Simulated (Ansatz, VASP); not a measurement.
**Ca in VASP and in Ansatz**

File INCAR:

```
SYSTEM = Ca
ALGO = Normal
EDIFF = 1E-6
ENCUT = 520
GGA = PE
ISIF = 2
ISMEAR = 0
LASPH = .True.
LCHARG = .True.
LELF = .True.
LREAL = .False.
LVHAR = .True.
LWAVE = .False.
NBANDS = 11
NELM = 60
PREC = Accurate
SIGMA = 0.15
```

Contents of KPOINTS:

```
k-points
0
Gamma
  14 14 14
  0 0 0
```

File POSCAR:

```
Ca
1.0
    0.0000000000      2.7942000000      2.7942000000
    2.8221420000      0.0000000000      2.7942000000
    2.8221420000      2.7942000000      0.0000000000
Ca
1
Direct
    0.0000000000      0.0000000000      0.0000000000
```

Input for Ansatz:

```yaml
crystal:
  lattice:
    - [0.0, 2.7942, 2.7942]
    - [2.822142, 0.0, 2.7942]
    - [2.822142, 2.7942, 0.0]
  atoms:
    - { symbol: Ca, position: [0.0, 0.0, 0.0] }
basis:
  ecutwfc: 420
kpoints:
  mp_grid: { grid: [14, 14, 14] }
hamiltonian:
  xc: pbe
scf:
  occupations: { method: gaussian, width: 0.15 }
output:
  forces: true
  stress: true
  eigenvalues: true
```

Change from the starting cell: strain +0.0100 x Voigt [1, 0, 0, 0, 0, 0], atoms carried along.

Alike in both runs: task single point; functional PBE; k mesh 14 × 14 × 14; occupations gaussian, width 0.15 eV; no spin polarisation.

```csv
,VASP,Ansatz
version,VASP 6.6.1,Ansatz 0.2.0
potentials or method,"VASP PAW PBE potentials, release 64 (Ca_sv), cutoff 520 eV","scalar-relativistic, plane waves, PAW"
valence electrons in the cell,10,10
```

|  | VASP | Ansatz | Ansatz less VASP |
| --- | --- | --- | --- |
| gap on the k mesh at the Fermi level (eV) | none | none | - |
| pressure (GPa) | -0.7 | -0.7 | 0.00 |
| traceless stress, the component that is largest in VASP (GPa) | -0.05 | -0.05 | 0.000 |

A gap of «none» marks a metal or a gap that the smearing closes.
